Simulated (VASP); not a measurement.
# Ta4HC in VASP: single point with PBEsol

Aim: the single point of Ta4HC with PBEsol.

All numbers are computed with VASP 6.6.1; they aren't measurements. Logs are shortened: lines on timing, memory, paths and dates and some standing lists are left out, and cuts for length are marked.

## Step 1: The cell of the first run

The cell holds a slab with vacuum, 6 atoms: a = 2.841 Å, b = 2.841 Å, c = 27.059 Å, α = 90.00°, β = 90.00°, γ = 109.47°.

## Step 2: Single point, PBEsol

INCAR reads:

```
SYSTEM = Ta4HC
ALGO = Normal
DIPOL = 0.5 0.5 0.510
EDIFF = 1E-6
ENCUT = 520
GGA = PS
IDIPOL = 3
ISIF = 2
ISMEAR = 0
LASPH = .True.
LCHARG = .False.
LDIPOL = .True.
LREAL = .False.
LWAVE = .False.
NBANDS = 34
NELM = 80
PREC = Accurate
SIGMA = 0.1
```

KPOINTS reads:

```
k-points
0
Gamma
  11 11 1
  0 0 0
```

POSCAR reads:

```
Ta4HC
1.0
    2.8410132459      0.0000000000      0.0000000000
   -0.9470044153      2.6785329755      0.0000000000
    0.0000000000      0.0000000000     27.0590328048
Ta C H
4 1 1
Direct
    0.5000000000      0.5000000000      0.3141280053
    0.0000000000      0.0000000000      0.3998545580
    0.5000000000      0.5000000000      0.4839169251
    0.0000000000      0.0000000000      0.5728645427
    0.5000000000      1.0000000000      0.6255391024
    0.5000000000      1.0000000000      0.6661203620
```

Potentials or basis: VASP PAW PBE potentials, release 64 (Ta_pv, C, H).

Started as:

```
cat potpaw_PBE.64/Ta_pv/POTCAR potpaw_PBE.64/C/POTCAR potpaw_PBE.64/H/POTCAR > POTCAR
mpirun -np 1 vasp_std > vasp.out
```

OUTCAR:

```text
SYSTEM = Ta4HC
   EDIFF = 1E-6
   ENCUT = 520
   GGA = PS
   ISIF = 2
   ISMEAR = 0
   LASPH = .True.
   LREAL = .False.
   NELM = 80
   PREC = Accurate

 ion  position               nearest neighbor table
   1  0.500  0.500  0.314-   2 2.84   2 2.84   2 3.28   2 3.28
   2  0.000  0.000  0.400-   3 2.80   3 2.80   1 2.84   1 2.84   3 3.25   3 3.25   1 3.28   1 3.28

   3  0.500  0.500  0.484-   2 2.80   2 2.80   4 2.91   4 2.91   2 3.25   2 3.25   4 3.34   4 3.34

   4  0.000  0.000  0.573-   5 2.01   5 2.01   3 2.91   3 2.91   3 3.34   3 3.34
   5  0.500  0.000  0.626-   6 1.10   4 2.01   4 2.01
   6  0.500  0.000  0.666-   5 1.10

  LATTYP: Found a base centered orthorhombic cell.
 ALAT       =     3.2805195246
 B/A-ratio  =     1.4142135624
 C/A-ratio  =     8.2483986460

  Lattice vectors:

 A1 = (   2.8410132459,   0.0000000000,   0.0000000000)
 A2 = (  -0.9470044153,   2.6785329755,   0.0000000000)
 A3 = (   0.0000000000,   0.0000000000,  27.0590328048)

Analysis of symmetry for initial positions (statically):
=====================================================================
 Subroutine PRICEL returns:
 Original cell was already a primitive cell.

 Routine SETGRP: Setting up the symmetry group for a
 base centered orthorhombic supercell.

 Subroutine GETGRP returns: Found  2 space group operations
 (whereof  2 operations were pure point group operations)
 out of a pool of  8 trial point group operations.

The static configuration has the point symmetry C_2 .

Analysis of symmetry for dynamics (positions and initial velocities):
=====================================================================
 Subroutine PRICEL returns:
 Original cell was already a primitive cell.

 Routine SETGRP: Setting up the symmetry group for a
 base centered orthorhombic supercell.

 Subroutine GETGRP returns: Found  2 space group operations
 (whereof  2 operations were pure point group operations)
 out of a pool of  8 trial point group operations.

The dynamic configuration has the point symmetry C_2 .

 Subroutine INISYM returns: Found  2 space group operations
 (whereof  2 operations are pure point group operations),
 and found     1 'primitive' translations

----------------------------------------------------------------------------------------

                                     Primitive cell

  volume of cell :     205.9124

  direct lattice vectors                    reciprocal lattice vectors
     2.841013246  0.000000000  0.000000000     0.351987095  0.124446231  0.000000000
    -0.947004415  2.678532976  0.000000000     0.000000000  0.373338693  0.000000000
     0.000000000  0.000000000 27.059032805     0.000000000  0.000000000  0.036956236

  length of vectors
     2.841013246  2.841013246 27.059032805     0.373338693  0.373338693  0.036956236

  position of ions in fractional coordinates (direct lattice)
     0.500000000  0.500000000  0.314128005
     0.000000000  0.000000000  0.399854558
     0.500000000  0.500000000  0.483916925
     0.000000000  0.000000000  0.572864543
     0.500000000  0.000000000  0.625539102
     0.500000000  0.000000000  0.666120362

  ion indices of the primitive-cell ions
   primitive index   ion index
                 1           1
                 2           2
                 3           3
                 4           4
                 5           5
                 6           6

----------------------------------------------------------------------------------------

 KPOINTS: k-points

Automatic generation of k-mesh.
 Grid dimensions read from file:
 generate k-points for:   11   11    1

 Generating k-lattice:

  Cartesian coordinates                     Fractional coordinates (reciprocal lattice)
     0.031998827  0.011313294  0.000000000     0.090909091  0.000000000  0.000000000
     0.000000000  0.033939881  0.000000000     0.000000000  0.090909091  0.000000000
     0.000000000  0.000000000  0.036956236     0.000000000  0.000000000  1.000000000

  Length of vectors
     0.033939881  0.033939881  0.036956236

  Shift w.r.t. Gamma in fractional coordinates (k-lattice)
     0.000000000  0.000000000  0.000000000

 Subroutine IBZKPT returns following result:
 ===========================================

 Found     61 irreducible k-points:

 Following reciprocal coordinates:
            Coordinates               Weight
  0.000000  0.000000  0.000000      1.000000
  0.090909 -0.000000  0.000000      2.000000
  0.000000  0.090909  0.000000      2.000000
  0.181818 -0.000000  0.000000      2.000000
  0.000000  0.181818  0.000000      2.000000
  0.272727 -0.000000  0.000000      2.000000
[... 16 lines left out ...]
 -0.363636  0.090909  0.000000      2.000000
  0.090909 -0.363636  0.000000      2.000000
 [... further k-points ...]
   k-points           NKPTS =     61   k-points in BZ     NKDIM =     61   number of bands    NBANDS=     34
   number of dos      NEDOS =    301   number of ions     NIONS =      6
   total plane-waves  NPLWV = 120960
   dimension x,y,z NGX =    24 NGY =   24 NGZ =  210
   dimension x,y,z NGXF=    48 NGYF=   48 NGZF=  420
   ions per type =               4   1   1
   NGX,Y,Z   is equivalent  to a cutoff of  14.04, 14.04, 12.90 a.u.
   NGXF,Y,Z  is equivalent  to a cutoff of  28.09, 28.09, 25.80 a.u.
 SYSTEM =  Ta4HC
   PREC   = accura    normal or accurate (medium, high low for compatibility)
   ISTART =      0    job   : 0-new  1-cont  2-samecut
   ICHARG =      2    charge: 1-file 2-atom 10-const
   ISPIN  =      1    spin polarized calculation?
   LNONCOLLINEAR =      F non collinear calculations
   LSORBIT =      F    spin-orbit coupling
   LASPH  =      T    aspherical Exc in radial PAW
   ENCUT  =  520.0 eV  38.22 Ry    6.18 a.u.   5.28  5.28 50.31*2*pi/ulx,y,z
   NELM   =     80;   NELMIN=  2; NELMDL= -5     # of ELM steps
   EDIFF  = 0.1E-05   stopping-criterion for ELM
   LREAL  =      F    real-space projection
   EDIFFG = 0.1E-04   stopping-criterion for IOM
   NSW    =      0    number of steps for IOM
   IBRION =     -1    ionic relax: 0-MD 1-quasi-New 2-CG
   NFREE  =      0    steps in history (QN), initial steepest desc. (CG)
   ISIF   =      2    stress and relaxation
   ISYM   =      2    0-nonsym 1-usesym 2-fastsym
   POTIM  = 0.5000    time-step for ionic-motion
   TEBEG  =    0.0;   TEEND  =   0.0 temperature during run
   PSTRESS=    0.0 pullay stress
   NELECT =      49.0000    total number of electrons
   NUPDOWN=      -1.0000    fix difference up-down
   EMIN   =  10.00;   EMAX   =-10.00  energy-range for DOS
   EFERMI =   0.00;   METHOD = LEGACY
   ISMEAR =     0;   SIGMA  =   0.10  broadening in eV -4-tet -1-fermi 0-gaus
   EFERMI_NEDOS =   21; number of points for ismear=-14 and -15
   IALGO  =     38    algorithm
   IMIX   =      4    mixing-type and parameters
     AMIX     =   0.40;   BMIX     =  1.00
     AMIX_MAG =   1.60;   BMIX_MAG =  1.00
  volume/ion in A,a.u.               =      34.32       231.59
  Fermi-wavevector in a.u.,A,eV,Ry     =   1.014486  1.917100 14.002866  1.029182
  Thomas-Fermi vector in A             =   2.147716
   LORBIT       =      0    0 simple, 1 ext, 2 COOP (PROOUT), +10 PAW based schemes
   GGA     = PS    functional components
   LHFCALC =     F    Hartree Fock is set to
   AEXX    =    0.0000 exact exchange contribution
   IVDW    =     0    specifies the selected vdW correction
   LEPSILON=     F    determine dielectric tensor
   LRPA    =     F    only Hartree local field effects (RPA)
 non-spin polarized calculation
 Gauss-broadening in eV      SIGMA  =   0.10
  energy-cutoff  :      520.00
  volume of cell :      205.91
 maximum number of plane-waves:      5582
 NGX is ok and might be reduce to    24
   NGX = 11   NGY = 11   NGZ =101

 dipolmoment           0.000000      0.000000      0.949827 electrons x Angstroem

 number of electron      49.0000006 magnetization

 dipolmoment           0.000000      0.000000     -0.048194 electrons x Angstroem

 Free energy of the ion-electron system (eV)
  ---------------------------------------------------
  ext. energy  EPLUGINS =         0.00000000
  ---------------------------------------------------
  free energy    TOTEN  =       -60.05274920 eV

  energy without entropy =      -60.02835730  energy(sigma->0) =      -60.04055325

 E-fermi :  -0.4311     XC(G=0):  -5.6997

 val. band max:       -0.4323788345   @ k =   0.1818   0.4545   0.0000
 cond. band min:      -0.4227248831   @ k =   0.0909   0.1818   0.0000
 fundamental gap:      0.0096539514
 Fermi energy:        -0.4311210194

 k-point     1 :       0.0000    0.0000    0.0000
  band No.  band energies     occupation
      1     -34.7402      2.00000
      2     -34.4036      2.00000
      3     -34.0404      2.00000
      4     -34.0071      2.00000
      5     -33.8068      2.00000
      6     -33.8048      2.00000
[... 26 lines left out ...]
     33       3.0352      0.00000
     34       3.1806      0.00000

 k-point     2 :       0.0909   -0.0000    0.0000
  band No.  band energies     occupation
      1     -34.7206      2.00000
      2     -34.3970      2.00000
      3     -34.0954      2.00000
      4     -34.0084      2.00000
      5     -33.8471      2.00000
      6     -33.8419      2.00000
[... 26 lines left out ...]
     33       3.0449      0.00000
     34       3.2696      0.00000

 k-point     3 :       0.0000    0.0909    0.0000
  band No.  band energies     occupation
      1     -34.7207      2.00000
      2     -34.3981      2.00000
      3     -34.0940      2.00000
      4     -34.0058      2.00000
      5     -33.8437      2.00000
      6     -33.8309      2.00000
[... 26 lines left out ...]
     33       3.0469      0.00000
     34       3.1575      0.00000
[... 704 lines left out ...]
 k-point    23 :      -0.3636    0.0909    0.0000
  band No.  band energies     occupation
      1     -34.6987      2.00000
      2     -34.5943      2.00000
      3     -34.5696      2.00000
      4     -34.3481      2.00000
      5     -34.3198      2.00000
      6     -34.0519      2.00000
[... 26 lines left out ...]
     33       3.8856      0.00000
     34       4.1162      0.00000

 k-point    24 :       0.0909   -0.3636    0.0000
  band No.  band energies     occupation
      1     -34.6929      2.00000
      2     -34.5896      2.00000
      3     -34.4680      2.00000
      4     -34.3390      2.00000
      5     -34.3083      2.00000
      6     -34.0535      2.00000
[... 26 lines left out ...]
     33       3.8937      0.00000
     34       4.0536      0.00000

 [... further k-points ...]

------------------------ aborting loop because EDIFF is reached ----------------------------------------

 vacuum level on the upper side and lower side of the slab       (xc-potential included)        -0.683         0.424

  FORCE on cell =-STRESS in cart. coord.  units (eV):
  Direction    XX          YY          ZZ          XY          YZ          ZX
  --------------------------------------------------------------------------------------
  -------------------------------------------------------------------------------------
  Total        5.6650386     -3.3535077     -0.7379909     -1.1441642      0.0000000      0.0000000
  in kB       44.0789183    -26.0932013     -5.7422101     -8.9025910      0.0000000      0.0000000
  external PRESSURE =       4.0811690 kB  Pullay stress =       0.0000000 kB

 VOLUME and BASIS-vectors are now :
 -----------------------------------------------------------------------------
  energy-cutoff  :      520.00
  volume of cell :      205.91
      direct lattice vectors                 reciprocal lattice vectors
     2.841013246  0.000000000  0.000000000     0.351987095  0.124446231  0.000000000
    -0.947004415  2.678532976  0.000000000     0.000000000  0.373338693  0.000000000
     0.000000000  0.000000000 27.059032805     0.000000000  0.000000000  0.036956236

 POSITION                                       TOTAL-FORCE (eV/Angst)
 -----------------------------------------------------------------------------------
      0.94700      1.33927      8.50000         0.000000      0.000000      0.400511
      0.00000      0.00000     10.81968         0.000000      0.000000     -0.405523
      0.94700      1.33927     13.09432        -0.000000      0.000000     -0.016265
      0.00000      0.00000     15.50116        -0.000000      0.000000     -0.062019
      1.42051      0.00000     16.92648         0.000000      0.000000      0.037776
      1.42051      0.00000     18.02457         0.000000      0.000000      0.045521
 -----------------------------------------------------------------------------------
    total drift:                               -0.000000     -0.000000     -0.000170

  FREE ENERGIE OF THE ION-ELECTRON SYSTEM (eV)
  ---------------------------------------------------
  free  energy   TOTEN  =       -60.0527491967 eV

  energy  without entropy=      -60.0283572989  energy(sigma->0) =      -60.04055325

 vacuum level on the upper side and lower side of the slab         3.227         4.366
```

Wall time 10 min (1 thread of Intel Xeon 6975P-C (Granite Rapids), shared host); peak memory 0.57 GiB.

What came out:

| Property | Result |
| --- | --- |
| Free energy | -60.0527 eV |
| Largest force | 0.406 eV/Å |
| Band gap on the k mesh | zero (an odd number of electrons rules out a gap without spin polarisation) |

Forces in eV/Å, atoms in the order of the input:
```
Ta   0.000  0.000  0.401
Ta   0.000  0.000 -0.406
Ta   0.000  0.000 -0.016
Ta   0.000  0.000 -0.062
C    0.000  0.000  0.038
H    0.000  0.000  0.046
```

Caveat: the PAW data sets were made with another functional, which shifts forces and pressure a little; spin-orbit coupling is left out, which moves the levels of the heavy elements.
